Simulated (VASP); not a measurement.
# CaO (P6_3/mmc) in VASP: a series of runs, part 2 of 2

VASP 6.6.1.

### Step 4. Vibrations by perturbation theory, PBEsol

This run uses another cell than the first one, of 13.65 Å³/atom.

File INCAR:

```
SYSTEM = CaO
PREC = Accurate ; ENCUT = 520
EDIFF = 1E-8 ; ISMEAR = 0
SIGMA = 0.01 ; LREAL = .False.
LASPH = .True. ; NELM = 100
ALGO = Normal ; ISIF = 2
LWAVE = .False. ; LCHARG = .False.
GGA = PS ; NBANDS = 24
IBRION = 8 ; NSW = 1
LEPSILON = .True.
```

File KPOINTS:

```
regular mesh
0
Gamma
  9 9 4
  0 0 0
```

File POSCAR:

```
CaO
1.0
    3.3007169564      0.0000000000      0.0000000000
   -1.6503584782      2.8585047350      0.0000000000
    0.0000000000      0.0000000000      5.7880248359
Ca O
2 2
Direct
    0.0000000000      0.0000000000      0.0000000000
    0.0000000000      0.0000000000      0.5000000000
    0.3333333333      0.6666666667      0.2500000000
    0.6666666667      0.3333333333      0.7500000000
```

Potentials or basis: VASP PAW PBE potentials, release 64 (Ca_sv, O).

Launch:

```sh
$ cat potpaw_PBE.64/Ca_sv/POTCAR potpaw_PBE.64/O/POTCAR > POTCAR
$ mpirun -np 1 vasp_std > vasp.out
```

OUTCAR:

```text
SYSTEM = CaO
   PREC = Accurate
   ENCUT = 520
   EDIFF = 1E-8
   ISMEAR = 0
   LREAL = .False.
   LASPH = .True.
   NELM = 100
   ISIF = 2
   GGA = PS
   IBRION = 8
   NSW = 1
   LEPSILON = .True.

 ion  position               nearest neighbor table
   1  0.000  0.000  0.000-   3 2.39   4 2.39   4 2.39   3 2.39   4 2.39   3 2.39   2 2.89   2 2.89

   2  0.000  0.000  0.500-   3 2.39   4 2.39   4 2.39   3 2.39   4 2.39   3 2.39   1 2.89   1 2.89

   3  0.333  0.667  0.250-   1 2.39   2 2.39   1 2.39   2 2.39   1 2.39   2 2.39
   4  0.667  0.333  0.750-   1 2.39   2 2.39   1 2.39   2 2.39   1 2.39   2 2.39

  LATTYP: Found a hexagonal cell.
 ALAT       =     3.3007169564
 C/A-ratio  =     1.7535659411

  Lattice vectors:

 A1 = (   3.3007169564,   0.0000000000,   0.0000000000)
 A2 = (  -1.6503584782,   2.8585047350,   0.0000000000)
 A3 = (   0.0000000000,   0.0000000000,   5.7880248359)
[... 985 lines left out ...]
  4X     1.414290    0.000000   -0.000000    1.414290    0.000000    0.000000    1.016847    0.000000    0.000000   -3.845428   -0.000000    0.000000
  4Y     0.000000    1.414290   -0.000000    0.000000    1.414290    0.000000    0.000000    1.016847    0.000000    0.000000   -3.845428    0.000000
  4Z     0.000000    0.000000    1.566171    0.000000   -0.000000    1.566171    0.000000    0.000000    5.057489    0.000000    0.000000   -8.189830

 Eigenvectors and eigenvalues of the dynamical matrix
 ----------------------------------------------------

   1 f  =   14.225080 THz    89.378816 2PiTHz  474.497609 cm-1    58.830179 meV
             X         Y         Z           dx          dy          dz
      0.000000  0.000000  0.000000    -0.000000    0.000000    0.000000
      0.000000  0.000000  2.894012    -0.000000    0.000000    0.000000
     -0.000000  1.905670  1.447006    -0.000000    0.000000   -0.707107
      1.650358  0.952835  4.341019     0.000000   -0.000000    0.707107
[... 71 lines left out ...]
  12 f/i=    0.009691 THz     0.060888 2PiTHz    0.323246 cm-1     0.040077 meV
             X         Y         Z           dx          dy          dz
      0.000000  0.000000  0.000000     0.000000    0.000000   -0.597333
      0.000000  0.000000  2.894012     0.000000    0.000000   -0.597333
     -0.000000  1.905670  1.447006     0.000000    0.000000   -0.378409
      1.650358  0.952835  4.341019     0.000000    0.000000   -0.378409

--------------------------------------------------------------------------------------------------------

 MACROSCOPIC STATIC DIELECTRIC TENSOR IONIC CONTRIBUTION
 ------------------------------------------------------
          12.927222    -0.000000    -0.000000
          -0.000000    12.927222    -0.000000
          -0.000000    -0.000000    12.701822
 ------------------------------------------------------

 ELASTIC MODULI CONTR FROM IONIC RELAXATION (kBar)
 Direction    XX          YY          ZZ          XY          YZ          ZX
 --------------------------------------------------------------------------------
 XX         -42.5898     42.5898      0.0000      0.0000      0.0000      0.0000
 YY          42.5898    -42.5898     -0.0000     -0.0000     -0.0000      0.0000
 ZZ           0.0000     -0.0000     -0.0000      0.0000     -0.0000      0.0000
 XY           0.0000     -0.0000      0.0000    -42.5898      0.0000      0.0000
 YZ           0.0000     -0.0000     -0.0000      0.0000     -0.0000      0.0000
 ZX           0.0000      0.0000      0.0000      0.0000      0.0000      0.0000
 --------------------------------------------------------------------------------

 PIEZOELECTRIC TENSOR IONIC CONTR  for field in x, y, z        (C/m^2)
          XX          YY          ZZ          XY          YZ          ZX
  --------------------------------------------------------------------------------
  x    -0.00000     0.00000    -0.00000     0.00000    -0.00000     0.00000
  y     0.00000    -0.00000    -0.00000    -0.00000    -0.00000     0.00000
  z     0.00000    -0.00000    -0.00000    -0.00000    -0.00000     0.00000
```

stdout:

```text
POSCAR found type information on POSCAR CaO
 POSCAR found :  2 types and       4 ions
 scaLAPACK will be used
 -----------------------------------------------------------------------------
|                                                                             |
|                                                                             |
[... 47 lines left out ...]
 first order change of Fermi-energy   0.28121E+00
 force on displaced ion       3 direction 1 :  -3.845   0.001   0.000
 Born effective charge ion    3 direction 1 :  -2.348  -0.000   0.000
 Linear response progress:
 first order change of Fermi-energy   0.50469E-03
 force on displaced ion       3 direction 3 :   0.000   0.000  -8.190
 Born effective charge ion    3 direction 3 :  -0.000   0.000  -2.454
 Born effective charges drift removed
 Linear response finished
```

It took 19 min on 1 thread of AMD EPYC 9R45 (Zen 5), shared host; peak memory 0.45 GiB.

Results:

* Electronic dielectric tensor (diagonal): 3.80, 3.80, 3.97
* Born charges (mean of the diagonal): Ca +2.38; O -2.38 e
* Highest phonon frequency at Γ, LO-TO splitting left out: 474 cm⁻¹

Phonon frequencies in cm⁻¹ (negative: imaginary):
```tsv
q point	frequencies
(0.000, 0.000, 0.000)	0 0 0 87 87 259 259 273 287 287 402 474
```

Electronic dielectric tensor:
```
3.80 0.00 0.00
0.00 3.80 0.00
0.00 0.00 3.97
```

Born effective charge tensors (e):
atom 1, Ca
```
2.35 0.00 0.00
0.00 2.35 0.00
0.00 0.00 2.45
```
atom 2, Ca
```
2.35 0.00 0.00
0.00 2.35 0.00
0.00 0.00 2.45
```
atom 3, O
```
-2.35  0.00  0.00
 0.00 -2.35  0.00
 0.00  0.00 -2.45
```
atom 4, O
```
-2.35  0.00  0.00
 0.00 -2.35  0.00
 0.00  0.00 -2.45
```

Caveat: the PAW data sets were made with another functional, which shifts forces and pressure a little.
